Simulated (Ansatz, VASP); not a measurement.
TePb4Se3 in VASP and in Ansatz

```xyz
8
Lattice="6.3543 0.0413 0.0034 0.0409 6.4029 0.0056 -3.1942 -3.2160 6.2878" Properties=species:S:1:pos:R:3 pbc="T T T"
Te    3.1421    3.1158   -0.0024
Pb    3.2633   -0.0133    0.0221
Pb    3.2814    3.3676    3.2450
Pb    0.0050    3.3310    0.0206
Pb    0.0838    0.1479    3.0486
Se   -0.0358    3.1157    3.1373
Se    3.1244   -0.0663    3.1355
Se   -0.0669   -0.0978   -0.0041
```

Change from the starting cell: cell x1, atoms moved at random (sigma 0.1 Å) and cell strained at random (1.5 %), then relaxed without symmetry.

Alike in both runs: functional PBE; k mesh 4 × 4 × 4; occupations gaussian, width 0.2 eV; no spin polarisation.

Ansatz relaxed the structure, and its values are those at the end. VASP's run is a single point on that final structure, the one shown.

```csv
,VASP,Ansatz
version,VASP 6.6.1,Ansatz 0.2.0
potentials or method,"VASP PAW PBE potentials, release 64 (Te, Pb_d, Se), cutoff 520 eV","scalar-relativistic, plane waves, PAW"
valence electrons in the cell,80,120
```

|  | VASP | Ansatz | Ansatz less VASP |
| --- | --- | --- | --- |
| gap on the k mesh at the Fermi level (eV) | 0.53 | 0.53 | -0.003 |
| least direct gap on the mesh (eV) | 0.53 | 0.53 | -0.003 |
| pressure (GPa) | -0.1 | -0.1 | +0.02 |
| rms of the force components (eV/Å) | 0.008 | 0.007 | -0.0015 |

VASP's potentials hold 80 valence electrons a cell and Ansatz's 120, so a difference there can come from the potentials and not from the codes.

Spin-orbit coupling is off throughout.
